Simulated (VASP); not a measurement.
# TiSi2 (C2/c) in VASP: a series of runs

TiSi2 is run at these levels: PBEsol; tasks: single point.

All numbers are computed with VASP 6.6.1; they aren't measurements. Logs are shortened: lines on timing, memory, paths and dates and some standing lists are left out, and cuts for length are marked.

### Step 1. The cell of the first run

The structure is monoclinic, space group C2/c (No. 15). Conventional cell: a = 4.786 Å, b = 8.496 Å, c = 4.757 Å, α = 90.00°, β = 119.21°, γ = 90.00°. Ti (site symmetry 2) has 10 Si at 2.54 to 2.79 Å and 4 Ti at 3.18 to 3.23 Å within 3.4 Å. Si (site symmetry 1) has 9 Si at 2.52 to 3.21 Å and 5 Ti at 2.54 to 2.79 Å within 3.3 Å.

### Step 2. Single point, PBEsol (strain along c alone, the other axes held: +2.0 %, then relaxed in part)

INCAR

```
PREC = Accurate
ENCUT = 520
EDIFF = 1E-6
ISMEAR = 0
SIGMA = 0.1
LREAL = False
LASPH = True
NELM = 100
ALGO = Normal
ISIF = 2
LWAVE = False
LCHARG = False
GGA = PS
NBANDS = 29
```

KPOINTS

```
regular mesh
0
Gamma
  10 10 10
```

POSCAR

```
TiSi2
1.0
    0.0355702681      4.1521816662      4.2480470637
    2.3929253352      0.0207008559      4.2480470637
    2.4284956033      4.1728825221      0.0000000000
Ti Si
2 4
Direct
    0.7508570617      0.7508570617      0.7491429383
    0.4991429383      0.4991429383      0.5008570617
    0.0857816685      0.4141064283      0.0865668232
    0.4141064283      0.0857816685      0.4135450800
    0.1642183315      0.8358935717      0.1634331768
    0.8358935717      0.1642183315      0.8364549200
```

Potentials or basis: VASP PAW PBE potentials, release 64 (Ti_sv, Si).

Run with:

```
> cat potpaw_PBE.64/Ti_sv/POTCAR potpaw_PBE.64/Si/POTCAR > POTCAR
> mpirun -np 1 vasp_std > vasp.out
```

OUTCAR:

```text
PREC = Accurate
   ENCUT = 520
   EDIFF = 1E-6
   ISMEAR = 0
   LREAL = False
   LASPH = True
   NELM = 100
   ISIF = 2
   GGA = PS

 ion  position               nearest neighbor table
   1  0.751  0.751  0.749-   6 2.54   5 2.54   6 2.54   5 2.54   3 2.73   4 2.73   4 2.77   3 2.77
                             3 2.79   4 2.79
   2  0.499  0.499  0.501-   3 2.54   4 2.54   3 2.54   4 2.54   5 2.73   6 2.73   6 2.77   5 2.77
                             5 2.79   6 2.79
   3  0.086  0.414  0.087-   5 2.52   5 2.53   2 2.54   2 2.54   4 2.72   1 2.73   4 2.76   1 2.77
                             1 2.79   4 2.81
   4  0.414  0.086  0.414-   6 2.52   6 2.53   2 2.54   2 2.54   3 2.72   1 2.73   3 2.76   1 2.77
                             1 2.79   3 2.81
   5  0.164  0.836  0.163-   3 2.52   3 2.53   1 2.54   1 2.54   6 2.72   2 2.73   6 2.76   2 2.77
                             2 2.79   6 2.81
   6  0.836  0.164  0.836-   4 2.52   4 2.53   1 2.54   1 2.54   5 2.72   2 2.73   5 2.76   2 2.77
                             2 2.79   5 2.81

  LATTYP: Found a base centered monoclinic cell.
 ALAT       =     4.7860297472
 B/A-ratio  =     1.7751862350
 C/A-ratio  =     0.9938731554
 COS(beta)  =    -0.4880535209

  Lattice vectors:

 A1 = (   2.3929253352,   0.0207008559,   4.2480470637)
 A2 = (   2.3929253352,   0.0207008559,  -4.2480470637)
 A3 = (  -2.3573550671,   4.1314808103,   0.0000000000)

Analysis of symmetry for initial positions (statically):
=====================================================================
 Subroutine PRICEL returns:
 Original cell was already a primitive cell.

 Routine SETGRP: Setting up the symmetry group for a
 base centered monoclinic supercell.

 Subroutine GETGRP returns: Found  4 space group operations
 (whereof  2 operations were pure point group operations)
 out of a pool of  4 trial point group operations.

The static configuration has the point symmetry C_2 .
 The point group associated with its full space group is C_2h.

Analysis of symmetry for dynamics (positions and initial velocities):
=====================================================================
 Subroutine PRICEL returns:
 Original cell was already a primitive cell.

 Routine SETGRP: Setting up the symmetry group for a
 base centered monoclinic supercell.

 Subroutine GETGRP returns: Found  4 space group operations
 (whereof  2 operations were pure point group operations)
 out of a pool of  4 trial point group operations.

The dynamic configuration has the point symmetry C_2 .
 The point group associated with its full space group is C_2h.

 Subroutine INISYM returns: Found  4 space group operations
 (whereof  2 operations are pure point group operations),
 and found     1 'primitive' translations

----------------------------------------------------------------------------------------

                                     Primitive cell

  volume of cell :      84.4098

  direct lattice vectors                    reciprocal lattice vectors
     0.035570268  4.152181666  4.248047064    -0.210006557  0.122217675  0.117701144
     2.392925335  0.020700856  4.248047064     0.210006557 -0.122217675  0.117701144
     2.428495603  4.172882522  0.000000000     0.207922954  0.118637421 -0.117701144

  length of vectors
     5.940351984  4.875697288  4.828098947     0.269987913  0.269987913  0.266758977

  position of ions in fractional coordinates (direct lattice)
     0.750857062  0.750857062  0.749142938
     0.499142938  0.499142938  0.500857062
     0.085781668  0.414106428  0.086566823
     0.414106428  0.085781668  0.413545080
     0.164218332  0.835893572  0.163433177
     0.835893572  0.164218332  0.836454920

  ion indices of the primitive-cell ions
   primitive index   ion index
                 1           1
                 2           2
                 3           3
                 4           4
                 5           5
                 6           6

----------------------------------------------------------------------------------------

 KPOINTS: regular mesh

Automatic generation of k-mesh.
 Grid dimensions read from file:
 generate k-points for:   10   10   10

 Generating k-lattice:

  Cartesian coordinates                     Fractional coordinates (reciprocal lattice)
    -0.021000656  0.012221768  0.011770114     0.100000000  0.000000000  0.000000000
     0.021000656 -0.012221768  0.011770114     0.000000000  0.100000000 -0.000000000
     0.020792295  0.011863742 -0.011770114     0.000000000  0.000000000  0.100000000

  Length of vectors
     0.026998791  0.026998791  0.026675898

  Shift w.r.t. Gamma in fractional coordinates (k-lattice)
     0.000000000  0.000000000  0.000000000

 Subroutine IBZKPT returns following result:
 ===========================================

 Found    282 irreducible k-points:

 Following reciprocal coordinates:
            Coordinates               Weight
  0.000000  0.000000  0.000000      1.000000
  0.100000 -0.000000  0.000000      4.000000
  0.200000 -0.000000  0.000000      4.000000
  0.300000  0.000000  0.000000      4.000000
  0.400000  0.000000  0.000000      4.000000
  0.500000  0.000000  0.000000      2.000000
[... 16 lines left out ...]
  0.300000  0.300000  0.000000      2.000000
  0.400000  0.300000  0.000000      4.000000
 [... further k-points ...]
   k-points           NKPTS =    282   k-points in BZ     NKDIM =    282   number of bands    NBANDS=     29
   number of dos      NEDOS =    301   number of ions     NIONS =      6
   total plane-waves  NPLWV =  62208
   dimension x,y,z NGX =    48 NGY =   36 NGZ =   36
   dimension x,y,z NGXF=    96 NGYF=   72 NGZF=   72
   ions per type =               2   4
   NGX,Y,Z   is equivalent  to a cutoff of  13.43, 12.27, 12.40 a.u.
   NGXF,Y,Z  is equivalent  to a cutoff of  26.87, 24.55, 24.79 a.u.
 SYSTEM =  unknown system
   PREC   = accura    normal or accurate (medium, high low for compatibility)
   ISTART =      0    job   : 0-new  1-cont  2-samecut
   ICHARG =      2    charge: 1-file 2-atom 10-const
   ISPIN  =      1    spin polarized calculation?
   LNONCOLLINEAR =      F non collinear calculations
   LSORBIT =      F    spin-orbit coupling
   LASPH  =      T    aspherical Exc in radial PAW
   ENCUT  =  520.0 eV  38.22 Ry    6.18 a.u.  11.05  9.07  8.98*2*pi/ulx,y,z
   NELM   =    100;   NELMIN=  2; NELMDL= -5     # of ELM steps
   EDIFF  = 0.1E-05   stopping-criterion for ELM
   LREAL  =      F    real-space projection
   EDIFFG = 0.1E-04   stopping-criterion for IOM
   NSW    =      0    number of steps for IOM
   IBRION =     -1    ionic relax: 0-MD 1-quasi-New 2-CG
   NFREE  =      0    steps in history (QN), initial steepest desc. (CG)
   ISIF   =      2    stress and relaxation
   ISYM   =      2    0-nonsym 1-usesym 2-fastsym
   POTIM  = 0.5000    time-step for ionic-motion
   TEBEG  =    0.0;   TEEND  =   0.0 temperature during run
   PSTRESS=    0.0 pullay stress
   NELECT =      40.0000    total number of electrons
   NUPDOWN=      -1.0000    fix difference up-down
   EMIN   =  10.00;   EMAX   =-10.00  energy-range for DOS
   EFERMI =   0.00;   METHOD = LEGACY
   ISMEAR =     0;   SIGMA  =   0.10  broadening in eV -4-tet -1-fermi 0-gaus
   EFERMI_NEDOS =   21; number of points for ismear=-14 and -15
   IALGO  =     38    algorithm
   IMIX   =      4    mixing-type and parameters
     AMIX     =   0.40;   BMIX     =  1.00
     AMIX_MAG =   1.60;   BMIX_MAG =  1.00
  volume/ion in A,a.u.               =      14.07        94.94
  Fermi-wavevector in a.u.,A,eV,Ry     =   1.276333  2.411919 22.164239  1.629026
  Thomas-Fermi vector in A             =   2.408995
   LORBIT       =      0    0 simple, 1 ext, 2 COOP (PROOUT), +10 PAW based schemes
   GGA     = PS    functional components
   LHFCALC =     F    Hartree Fock is set to
   AEXX    =    0.0000 exact exchange contribution
   IVDW    =     0    specifies the selected vdW correction
   LEPSILON=     F    determine dielectric tensor
   LRPA    =     F    only Hartree local field effects (RPA)
 non-spin polarized calculation
 Gauss-broadening in eV      SIGMA  =   0.10
  energy-cutoff  :      520.00
  volume of cell :       84.41
 maximum number of plane-waves:      2294
 NGX is ok and might be reduce to    48
   NGX = 23   NGY = 19   NGZ = 17

 number of electron      40.0000001 magnetization

 Free energy of the ion-electron system (eV)
  ---------------------------------------------------
  ext. energy  EPLUGINS =         0.00000000
  ---------------------------------------------------
  free energy    TOTEN  =       -43.65600045 eV

  energy without entropy =      -43.64542278  energy(sigma->0) =      -43.65071161

 E-fermi :  10.0121     XC(G=0): -11.7935

 val. band max:       10.0100340352   @ k =  -0.1000   0.2000   0.3000
 cond. band min:      10.0132511939   @ k =   0.3000   0.0000   0.0000
 fundamental gap:      0.0032171587
 Fermi energy:        10.0120586849

 k-point     1 :       0.0000    0.0000    0.0000
  band No.  band energies     occupation
      1     -46.0080      2.00000
      2     -45.9794      2.00000
      3     -22.4892      2.00000
      4     -22.4868      2.00000
      5     -22.4022      2.00000
      6     -22.3933      2.00000
[... 21 lines left out ...]
     28      13.8089      0.00000
     29      13.8493      0.00000

 k-point     2 :       0.1000   -0.0000    0.0000
  band No.  band energies     occupation
      1     -46.0074      2.00000
      2     -45.9799      2.00000
      3     -22.4896      2.00000
      4     -22.4857      2.00000
      5     -22.4055      2.00000
      6     -22.3924      2.00000
[... 21 lines left out ...]
     28      13.7006      0.00000
     29      13.7932      0.00000

 k-point     3 :       0.2000   -0.0000    0.0000
  band No.  band energies     occupation
      1     -46.0058      2.00000
      2     -45.9815      2.00000
      3     -22.4923      2.00000
      4     -22.4809      2.00000
      5     -22.4136      2.00000
      6     -22.3912      2.00000
[... 21 lines left out ...]
     28      13.8903      0.00000
     29      14.1423      0.00000

 k-point     4 :       0.3000    0.0000    0.0000
  band No.  band energies     occupation
      1     -46.0034      2.00000
      2     -45.9837      2.00000
      3     -22.4959      2.00000
      4     -22.4739      2.00000
      5     -22.4252      2.00000
      6     -22.3897      2.00000
[... 21 lines left out ...]
     28      14.0195      0.00000
     29      14.4741      0.00000

 k-point     5 :       0.4000    0.0000    0.0000
  band No.  band energies     occupation
      1     -46.0011      2.00000
      2     -45.9860      2.00000
      3     -22.4987      2.00000
      4     -22.4660      2.00000
      5     -22.4376      2.00000
      6     -22.3877      2.00000
[... 21 lines left out ...]
     28      14.2164      0.00000
     29      14.6627      0.00000
[... 510 lines left out ...]
     28      14.0990      0.00000
     29      14.4056      0.00000

 k-point    22 :      -0.2000    0.2000    0.0000
  band No.  band energies     occupation
      1     -46.0024      2.00000
      2     -45.9847      2.00000
      3     -22.4904      2.00000
      4     -22.4862      2.00000
      5     -22.4186      2.00000
      6     -22.3904      2.00000
[... 21 lines left out ...]
     28      14.0857      0.00000
     29      14.3019      0.00000

 k-point    23 :       0.3000    0.3000    0.0000
  band No.  band energies     occupation
      1     -46.0021      2.00000
      2     -45.9852      2.00000
      3     -22.4792      2.00000
      4     -22.4644      2.00000
      5     -22.4341      2.00000
      6     -22.3912      2.00000
[... 21 lines left out ...]
     28      14.0290      0.00000
     29      14.1168      0.00000

 k-point    24 :       0.4000    0.3000    0.0000
  band No.  band energies     occupation
      1     -45.9999      2.00000
      2     -45.9872      2.00000
      3     -22.4791      2.00000
      4     -22.4543      2.00000
      5     -22.4435      2.00000
      6     -22.3980      2.00000
[... 21 lines left out ...]
     28      14.0374      0.00000
     29      14.1439      0.00000

 [... further k-points ...]
[... 5 lines left out ...]
  --------------------------------------------------------------------------------------
  -------------------------------------------------------------------------------------
  Total       -0.9672209     -2.4952598     -0.2579426     -1.0707252      0.0000000      0.0000000
  in kB      -18.3587726    -47.3624037     -4.8959957    -20.3233823      0.0000000      0.0000000
  external PRESSURE =     -23.5390573 kB  Pullay stress =       0.0000000 kB

 VOLUME and BASIS-vectors are now :
 -----------------------------------------------------------------------------
  energy-cutoff  :      520.00
  volume of cell :       84.41
      direct lattice vectors                 reciprocal lattice vectors
     0.035570268  4.152181666  4.248047064    -0.210006557  0.122217675  0.117701144
     2.392925335  0.020700856  4.248047064     0.210006557 -0.122217675  0.117701144
     2.428495603  4.172882522  0.000000000     0.207922954  0.118637421 -0.117701144

 POSITION                                       TOTAL-FORCE (eV/Angst)
 -----------------------------------------------------------------------------------
      3.64274      6.25932      6.37935        -0.000000      0.000000     -0.003675
      2.42850      4.17288      4.24077        -0.000000     -0.000000      0.003675
      1.20420      0.72599      2.12355         0.003191      0.000018      0.007473
      1.22429      3.44690      2.12355        -0.003191     -0.000018      0.007473
      2.40297      1.38116      4.24852        -0.003191     -0.000018     -0.007473
      2.45402      6.96461      4.24852         0.003191      0.000018     -0.007473
 -----------------------------------------------------------------------------------
    total drift:                                0.000000      0.000000      0.000000

  FREE ENERGIE OF THE ION-ELECTRON SYSTEM (eV)
  ---------------------------------------------------
  free  energy   TOTEN  =       -43.6560004481 eV

  energy  without entropy=      -43.6454227802  energy(sigma->0) =      -43.65071161
```

Run time: 21 min. Hardware: 1 thread of Oxide Virtual Turin-like, shared host; peak memory 0.61 GiB.

What came out:

- Free energy: -43.6560 eV
- Pressure: -2.4 GPa
- Largest force: 0.008 eV/Å
- Band gap on the k mesh: zero (band 20 reaches 10.69 eV, above the bottom of band 21 at 8.87 eV)

Forces on the atoms (eV/Å):
```
Ti   0.000  0.000 -0.004
Ti   0.000  0.000  0.004
Si   0.003  0.000  0.007
Si  -0.003  0.000  0.007
Si  -0.003  0.000 -0.007
Si   0.003  0.000 -0.007
```

Caveat: the cell differs from its parent crystal (strain along c alone, the other axes held: +2.0 %, then relaxed in part); the PAW data sets were made with another functional, which shifts forces and pressure a little.

### Step 3. Single point, PBEsol (strain along c alone, the other axes held: +3.0 %, then relaxed in part)

INCAR

```
PREC     = Accurate       # precision mode
ENCUT    = 520            # plane-wave cutoff, eV
EDIFF    = 1E-7           # SCF threshold, eV
ISMEAR   = 0              # smearing method
SIGMA    = 0.1            # smearing width, eV
LREAL    = False          # projectors in reciprocal space
LASPH    = True           # aspherical terms in the spheres
NELM     = 80             # most SCF steps
ALGO     = Normal         # electronic algorithm
ISIF     = 2              # what is computed and relaxed
LWAVE    = False          # write WAVECAR
LCHARG   = True           # write CHGCAR
GGA      = PS             # functional
LELF     = True           # ELF
LVHAR    = True         
NBANDS   = 29             # bands
```

KPOINTS is that of step 2.

POSCAR

```
TiSi2
1.0
    0.0533554021      4.1827418513      4.2480470637
    2.3989489816      0.0310512838      4.2480470637
    2.4523043837      4.2137931351      0.0000000000
Ti Si
2 4
Direct
    0.7512561446      0.7512561446      0.7487438554
    0.4987438554      0.4987438554      0.5012561446
    0.0856471187      0.4142417376      0.0867531448
    0.4142417376      0.0856471187      0.4133579988
    0.1643528813      0.8357582624      0.1632468552
    0.8357582624      0.1643528813      0.8366420012
```

Potentials or basis: VASP PAW PBE potentials, release 64 (Ti_sv, Si).

Run with:

```
> cat potpaw_PBE.64/Ti_sv/POTCAR potpaw_PBE.64/Si/POTCAR > POTCAR
> mpirun -np 1 vasp_std > vasp.out
```

Run time: 27 min. Hardware: 1 thread of Oxide Virtual Turin-like, shared host; peak memory 0.62 GiB.

The run converged. Its results:

```yaml
Free_energy: -43.6193 eV
Pressure: -3.5 GPa
Largest_force: 0.009 eV/Å
Band_gap_on_the_k_mesh: zero (band 20 reaches 10.57 eV, above the bottom of band 21 at 8.77 eV)
```

Forces on the atoms (eV/Å):
```
Ti   0.000  0.000 -0.005
Ti   0.000  0.000  0.005
Si   0.003  0.001  0.008
Si  -0.003 -0.001  0.008
Si  -0.003 -0.001 -0.008
Si   0.003  0.001 -0.008
```

Stress tensor (GPa, compression positive):
```
-2.73 -2.96  0.00
-2.96 -6.94  0.00
 0.00  0.00 -0.84
```

Levels at points of the mesh, in eV from the Fermi level:
| k point | band 17 | band 18 | band 19 | band 20 | band 21 | band 22 | band 23 | band 24 |
| --- | --- | --- | --- | --- | --- | --- | --- | --- |
| (0.00, 0.00, 0.00) | -2.17 | -2.06 | -1.73 | -1.41 | -0.94 | 2.06 | 3.13 | 3.25 |
| (0.50, 0.00, 0.00) | -1.87 | -0.96 | 0.00 | 0.19 | 1.00 | 1.39 | 1.71 | 2.29 |
| (0.50, 0.50, 0.00) | -1.70 | -1.51 | -0.99 | -0.90 | 0.85 | 0.86 | 3.05 | 3.24 |
| (0.00, 0.00, 0.50) | -1.89 | -1.14 | -0.01 | 0.15 | 0.89 | 1.41 | 1.71 | 2.16 |
| (0.50, 0.00, 0.50) | -2.22 | -2.22 | -0.91 | -0.91 | 1.20 | 1.20 | 3.26 | 3.26 |
| (0.00, 0.50, 0.50) | -1.11 | -1.11 | -0.67 | -0.67 | 0.90 | 0.90 | 2.26 | 2.26 |

Caveat: the cell differs from its parent crystal (strain along c alone, the other axes held: +3.0 %, then relaxed in part); the PAW data sets were made with another functional, which shifts forces and pressure a little.
